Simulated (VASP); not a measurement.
SiC:

```
Si C
1.0
     0.00000    2.17805    2.17805
     2.16716    0.00000    2.17805
     2.16716    2.17805    0.00000
Si C
1 1
Direct
  0.00000 0.00000 0.00000
  0.25000 0.25000 0.25000
```

This cell differs from its parent crystal: uniaxial x strain -0.5%.

Program: VASP 6.6.1. Alike in all runs: task single point; potentials or basis VASP PAW PBE potentials, release 64 (Si, C); no spin polarisation; cell as given; cutoff (eV) 520. Hardware: 1 thread of Intel Xeon 8259CL (shared host).

Task: Order these runs on this cell by their wall time, lowest first.
A. level PBE; k mesh 10 × 10 × 10; smearing fermi-dirac 0.02 eV
B. level r2SCAN; k mesh 10 × 10 × 10; smearing gaussian 0.01 eV
C. level PBE; k mesh 6 × 6 × 6; smearing gaussian 0.01 eV

Result: C (5.9 s), A (20 s), B (79 s).
